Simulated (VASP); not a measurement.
# CuO in VASP: further runs, part 2 of 2

VASP 6.6.1.

### 3 Single point, PBEsol (11.72 Å³/atom)

This run uses another cell than the first one, of 11.72 Å³/atom.

INCAR

```
ALGO = Normal
EDIFF = 1E-6
ENCUT = 520
GGA = PS
ISIF = 2
ISMEAR = -1
LASPH = T
LCHARG = F
LREAL = F
LWAVE = F
NBANDS = 25
NELM = 100
PREC = Accurate
SIGMA = 0.05
```

KPOINTS

```
k-points
0
Gamma
  9 9 5
```

POSCAR

```
CuO
1.0
    2.0300165018     -2.1957871937      0.0000000000
    2.0300165018      2.1957871937      0.0000000000
    0.0000000000      0.0000000000      5.2570503003
Cu O
2 2
Direct
    0.5000000000      0.0000000000      0.0000000000
    0.0000000000      0.5000000000      0.5000000000
    0.5000000000      0.5000000000      0.2500000000
    0.5000000000      0.5000000000      0.7500000000
```

Potentials or basis: VASP PAW PBE potentials, release 64 (Cu, O).

Command:

```bash
$ cat potpaw_PBE.64/Cu/POTCAR potpaw_PBE.64/O/POTCAR > POTCAR
$ mpirun -np 1 vasp_std > vasp.out
```

OUTCAR:

```text
EDIFF = 1E-6
   ENCUT = 520
   GGA = PS
   ISIF = 2
   ISMEAR = -1
   LASPH = T
   LREAL = F
   NELM = 100
   PREC = Accurate

 ion  position               nearest neighbor table
   1  0.500  0.000  0.000-   3 1.99   4 1.99   3 1.99   4 1.99
   2  0.000  0.500  0.500-   3 1.99   4 1.99   3 1.99   4 1.99
   3  0.500  0.500  0.250-   1 1.99   2 1.99   1 1.99   2 1.99
   4  0.500  0.500  0.750-   1 1.99   2 1.99   1 1.99   2 1.99

  LATTYP: Found a base centered orthorhombic cell.
 ALAT       =     4.0600330036
 B/A-ratio  =     1.0816597756
 C/A-ratio  =     1.2948294498

  Lattice vectors:

 A1 = (   2.0300165018,  -2.1957871937,   0.0000000000)
 A2 = (   2.0300165018,   2.1957871937,   0.0000000000)
 A3 = (   0.0000000000,   0.0000000000,   5.2570503003)

Analysis of symmetry for initial positions (statically):
=====================================================================
 Subroutine PRICEL returns:
 Original cell was already a primitive cell.

 Routine SETGRP: Setting up the symmetry group for a
 base centered orthorhombic supercell.

 Subroutine GETGRP returns: Found  8 space group operations
 (whereof  4 operations were pure point group operations)
 out of a pool of  8 trial point group operations.

The static configuration has the point symmetry C_2h.
 The point group associated with its full space group is D_2h.

Analysis of symmetry for dynamics (positions and initial velocities):
=====================================================================
 Subroutine PRICEL returns:
 Original cell was already a primitive cell.

 Routine SETGRP: Setting up the symmetry group for a
 base centered orthorhombic supercell.

 Subroutine GETGRP returns: Found  8 space group operations
 (whereof  4 operations were pure point group operations)
 out of a pool of  8 trial point group operations.

The dynamic configuration has the point symmetry C_2h.
 The point group associated with its full space group is D_2h.

 Subroutine INISYM returns: Found  8 space group operations
 (whereof  4 operations are pure point group operations),
 and found     1 'primitive' translations

----------------------------------------------------------------------------------------

                                     Primitive cell

  volume of cell :      46.8664

  direct lattice vectors                    reciprocal lattice vectors
     2.030016502 -2.195787194  0.000000000     0.246303417 -0.227708770  0.000000000
     2.030016502  2.195787194  0.000000000     0.246303417  0.227708770  0.000000000
     0.000000000  0.000000000  5.257050300     0.000000000  0.000000000  0.190220740

  length of vectors
     2.990392683  2.990392683  5.257050300     0.335435026  0.335435026  0.190220740

  position of ions in fractional coordinates (direct lattice)
     0.500000000  0.000000000  0.000000000
     0.000000000  0.500000000  0.500000000
     0.500000000  0.500000000  0.250000000
     0.500000000  0.500000000  0.750000000

  ion indices of the primitive-cell ions
   primitive index   ion index
                 1           1
                 2           2
                 3           3
                 4           4

----------------------------------------------------------------------------------------

 KPOINTS: k-points

Automatic generation of k-mesh.
 Grid dimensions read from file:
 generate k-points for:    9    9    5

 Generating k-lattice:

  Cartesian coordinates                     Fractional coordinates (reciprocal lattice)
     0.027367046 -0.025300974  0.000000000     0.111111111 -0.000000000  0.000000000
     0.027367046  0.025300974  0.000000000    -0.000000000  0.111111111  0.000000000
     0.000000000  0.000000000  0.038044148     0.000000000  0.000000000  0.200000000

  Length of vectors
     0.037270558  0.037270558  0.038044148

  Shift w.r.t. Gamma in fractional coordinates (k-lattice)
     0.000000000  0.000000000  0.000000000

 Subroutine IBZKPT returns following result:
 ===========================================

 Found     75 irreducible k-points:

 Following reciprocal coordinates:
            Coordinates               Weight
  0.000000  0.000000  0.000000      1.000000
  0.111111 -0.000000  0.000000      4.000000
  0.222222 -0.000000  0.000000      4.000000
  0.333333  0.000000  0.000000      4.000000
  0.444444 -0.000000  0.000000      4.000000
  0.111111  0.111111  0.000000      2.000000
[... 16 lines left out ...]
 -0.333333  0.333333  0.000000      2.000000
  0.444444  0.444444  0.000000      2.000000
 [... further k-points ...]
   k-points           NKPTS =     75   k-points in BZ     NKDIM =     75   number of bands    NBANDS=     25
   number of dos      NEDOS =    301   number of ions     NIONS =      4
   total plane-waves  NPLWV =  23040
   dimension x,y,z NGX =    24 NGY =   24 NGZ =   40
   dimension x,y,z NGXF=    48 NGYF=   48 NGZF=   80
   ions per type =               2   2
   NGX,Y,Z   is equivalent  to a cutoff of  13.34, 13.34, 12.65 a.u.
   NGXF,Y,Z  is equivalent  to a cutoff of  26.68, 26.68, 25.30 a.u.
 SYSTEM =  unknown system
   PREC   = accura    normal or accurate (medium, high low for compatibility)
   ISTART =      0    job   : 0-new  1-cont  2-samecut
   ICHARG =      2    charge: 1-file 2-atom 10-const
   ISPIN  =      1    spin polarized calculation?
   LNONCOLLINEAR =      F non collinear calculations
   LSORBIT =      F    spin-orbit coupling
   LASPH  =      T    aspherical Exc in radial PAW
   ENCUT  =  520.0 eV  38.22 Ry    6.18 a.u.   5.56  5.56  9.77*2*pi/ulx,y,z
   NELM   =    100;   NELMIN=  2; NELMDL= -5     # of ELM steps
   EDIFF  = 0.1E-05   stopping-criterion for ELM
   LREAL  =      F    real-space projection
   EDIFFG = 0.1E-04   stopping-criterion for IOM
   NSW    =      0    number of steps for IOM
   IBRION =     -1    ionic relax: 0-MD 1-quasi-New 2-CG
   NFREE  =      0    steps in history (QN), initial steepest desc. (CG)
   ISIF   =      2    stress and relaxation
   ISYM   =      2    0-nonsym 1-usesym 2-fastsym
   POTIM  = 0.5000    time-step for ionic-motion
   TEBEG  =    0.0;   TEEND  =   0.0 temperature during run
   PSTRESS=    0.0 pullay stress
   NELECT =      34.0000    total number of electrons
   NUPDOWN=      -1.0000    fix difference up-down
   EMIN   =  10.00;   EMAX   =-10.00  energy-range for DOS
   EFERMI =   0.00;   METHOD = LEGACY
   ISMEAR =    -1;   SIGMA  =   0.05  broadening in eV -4-tet -1-fermi 0-gaus
   EFERMI_NEDOS =   21; number of points for ismear=-14 and -15
   IALGO  =     38    algorithm
   IMIX   =      4    mixing-type and parameters
     AMIX     =   0.40;   BMIX     =  1.00
     AMIX_MAG =   1.60;   BMIX_MAG =  1.00
  volume/ion in A,a.u.               =      11.72        79.07
  Fermi-wavevector in a.u.,A,eV,Ry     =   1.471004  2.779794 29.441000  2.163852
  Thomas-Fermi vector in A             =   2.586192
   LORBIT       =      0    0 simple, 1 ext, 2 COOP (PROOUT), +10 PAW based schemes
   GGA     = PS    functional components
   LHFCALC =     F    Hartree Fock is set to
   AEXX    =    0.0000 exact exchange contribution
   IVDW    =     0    specifies the selected vdW correction
   LEPSILON=     F    determine dielectric tensor
   LRPA    =     F    only Hartree local field effects (RPA)
 non-spin polarized calculation
  energy-cutoff  :      520.00
  volume of cell :       46.87
 maximum number of plane-waves:      1280
   NGX = 11   NGY = 11   NGZ = 19

 number of electron      34.0000029 magnetization

 Free energy of the ion-electron system (eV)
  ---------------------------------------------------
  ext. energy  EPLUGINS =         0.00000000
  ---------------------------------------------------
  free energy    TOTEN  =       -21.30632654 eV

  energy without entropy =      -21.28652416  energy(sigma->0) =      -21.29642535

 E-fermi :   3.9849     XC(G=0): -11.2870

 val. band max:        3.9398736108   @ k =  -0.3333   0.1111   0.0000
 cond. band min:       3.9862239645   @ k =   0.1111   0.1111   0.4000
 fundamental gap:      0.0463503538
 Fermi energy:         3.9848893921

 k-point     1 :       0.0000    0.0000    0.0000
  band No.  band energies     occupation
      1     -15.1883      2.00000
      2     -14.0104      2.00000
      3      -3.5729      2.00000
      4      -1.0733      2.00000
      5      -0.9212      2.00000
      6       0.6171      2.00000
[... 17 lines left out ...]
     24      18.1649      0.00000
     25      18.4426      0.00000
[... 621 lines left out ...]
      3      -2.2396      2.00000
      4      -1.9395      2.00000
      5      -1.4109      2.00000
      6      -0.8946      2.00000
[... 17 lines left out ...]
     24      14.9736      0.00000
     25      15.4890      0.00000

 [... further k-points ...]
[... 5 lines left out ...]
  --------------------------------------------------------------------------------------
  -------------------------------------------------------------------------------------
  Total       -2.9672710     -3.5865998     -4.7316519     -0.0000000      0.0000000      0.0000000
  in kB     -101.4392069   -122.6115996   -161.7563828     -0.0000000      0.0000000      0.0000000
  external PRESSURE =    -128.6023964 kB  Pullay stress =       0.0000000 kB

 VOLUME and BASIS-vectors are now :
 -----------------------------------------------------------------------------
  energy-cutoff  :      520.00
  volume of cell :       46.87
      direct lattice vectors                 reciprocal lattice vectors
     2.030016502 -2.195787194  0.000000000     0.246303417 -0.227708770  0.000000000
     2.030016502  2.195787194  0.000000000     0.246303417  0.227708770  0.000000000
     0.000000000  0.000000000  5.257050300     0.000000000  0.000000000  0.190220740

 POSITION                                       TOTAL-FORCE (eV/Angst)
 -----------------------------------------------------------------------------------
      1.01501     -1.09789      0.00000         0.000000      0.000000      0.000000
      1.01501      1.09789      2.62853        -0.000000      0.000000      0.000000
      2.03002      0.00000      1.31426        -0.000000     -0.000000      0.000000
      2.03002      0.00000      3.94279        -0.000000     -0.000000      0.000000
 -----------------------------------------------------------------------------------
    total drift:                                0.000000     -0.000000     -0.000000

  FREE ENERGIE OF THE ION-ELECTRON SYSTEM (eV)
  ---------------------------------------------------
  free  energy   TOTEN  =       -21.3063265420 eV

  energy  without entropy=      -21.2865241587  energy(sigma->0) =      -21.29642535
```

stdout:

```text
POSCAR found type information on POSCAR CuO
 POSCAR found :  2 types and       4 ions
 scaLAPACK will be used
 -----------------------------------------------------------------------------
|                                                                             |
|                                                                             |
|     You enforced a specific xc type in the INCAR file but a different       |
|     I HOPE YOU KNOW WHAT YOU ARE DOING!                                     |
|                                                                             |
 -----------------------------------------------------------------------------

 LDA part: xc-table for (Slater+PW92), standard interpolation
 POSCAR, INCAR and KPOINTS ok, starting setup
 FFT: planning ... GRIDC
 FFT: planning ... GRID_SOFT
 FFT: planning ... GRID
 WAVECAR not read
 entering main loop
```

It took 92 s on 1 thread of Intel Xeon 8259CL, shared host; peak memory 0.21 GiB.

What came out:

* Free energy: -21.3063 eV
* Pressure: -12.9 GPa
* Band gap on the k mesh: zero (bands 17 and 18 overlap by 0.82 eV)

Caveat: the cell stands under tension; the PAW data sets were made with another functional, which shifts forces and pressure a little; semilocal functionals often make such compounds metallic where correlation or magnetic order opens a gap, which also shifts bond lengths.

### 4 Single point, PBEsol (atoms moved at random)

INCAR

```
SYSTEM = CuO
PREC     = Accurate       ! precision mode
ENCUT    = 520            ! plane-wave cutoff, eV
EDIFF    = 1E-7           ! SCF threshold, eV
ISMEAR   = -1             ! smearing method
SIGMA    = 0.05           ! smearing width, eV
LREAL    = .False.        ! projectors in reciprocal space
LASPH    = .True.         ! aspherical terms in the spheres
NELM     = 80             ! most SCF steps
ALGO     = Normal         ! electronic algorithm
ISIF     = 2              ! what is computed and relaxed
LWAVE    = .False.        ! write WAVECAR
LCHARG   = .False.        ! write CHGCAR
GGA      = PS             ! functional
NBANDS   = 25             ! bands
```

KPOINTS

```
regular mesh
0
Gamma
  9 9 5
  0 0 0
```

POSCAR

```
CuO
1.0
    1.9909680000     -2.1535500000      0.0000000000
    1.9909680000      2.1535500000      0.0000000000
    0.0000000000      0.0000000000      5.1559280000
Cu O
2 2
Direct
    0.5013910000     -0.0079200000     -0.0030990000
   -0.0018270000      0.4886990000      0.4935820000
    0.4942690000      0.5071840000      0.2521270000
    0.5085040000      0.5004420000      0.7413450000
```

Command:

```bash
$ cat potpaw_PBE.64/Cu/POTCAR potpaw_PBE.64/O/POTCAR > POTCAR
$ mpirun -np 1 vasp_std > vasp.out
```

Wall time 4.9 min (1 thread of Intel Xeon 8259CL, shared host); peak memory 0.3 GiB.

Results (log left out):

```
Free energy            : -21.4278 eV
Pressure               : -5.1 GPa
Largest force          : 0.623 eV/Å
Band gap on the k mesh : zero (bands 17 and 18 overlap by 0.84 eV)
```

Forces in eV/Å, atoms in the order of the input:
```
Cu   0.278  0.300 -0.090
Cu   0.202  0.085  0.251
O   -0.182 -0.310 -0.510
O   -0.298 -0.075  0.348
```

Stress tensor (GPa, compression positive):
```
-3.85 -0.88 -0.85
-0.88 -5.27  0.37
-0.85  0.37 -6.26
```

Levels at points of the mesh, in eV from the Fermi level:
```tsv
k point	band 14	band 15	band 16	band 17	band 18	band 19	band 20	band 21
(0.00, 0.00, 0.00)	-2.29	-2.22	-1.85	0.59	0.81	1.39	6.03	7.27
```

Caveat: the cell differs from its parent crystal (atoms moved at random); the cell stands under tension; the PAW data sets were made with another functional, which shifts forces and pressure a little; semilocal functionals often make such compounds metallic where correlation or magnetic order opens a gap, which also shifts bond lengths.

### 5 The runs side by side

```tsv
cell	gap on the mesh (eV)	pressure (GPa)
a = 2.971, b = 2.971, c = 5.224 Å, angles 90.0, 90.0, 94.5°, 4 atoms, atomic positions A	none	-10.6
a = 2.990, b = 2.990, c = 5.257 Å, angles 90.0, 90.0, 94.5°, 4 atoms, atomic positions A	none	-12.9
a = 2.933, b = 2.933, c = 5.156 Å, angles 90.0, 90.0, 94.5°, 4 atoms, atomic positions B	none	-5.1
```

Alike in all rows: task single point; level PBEsol; potentials or basis VASP PAW PBE potentials, release 64 (Cu, O); no spin polarisation; k mesh 9 × 9 × 5; cutoff (eV) 520; smearing fermi-dirac 0.05 eV.

Caveats: the cell stands under tension; the PAW data sets were made with another functional, which shifts forces and pressure a little; semilocal functionals often make such compounds metallic where correlation or magnetic order opens a gap, which also shifts bond lengths.

Absolute energies hang on the potentials; compare differences alone.
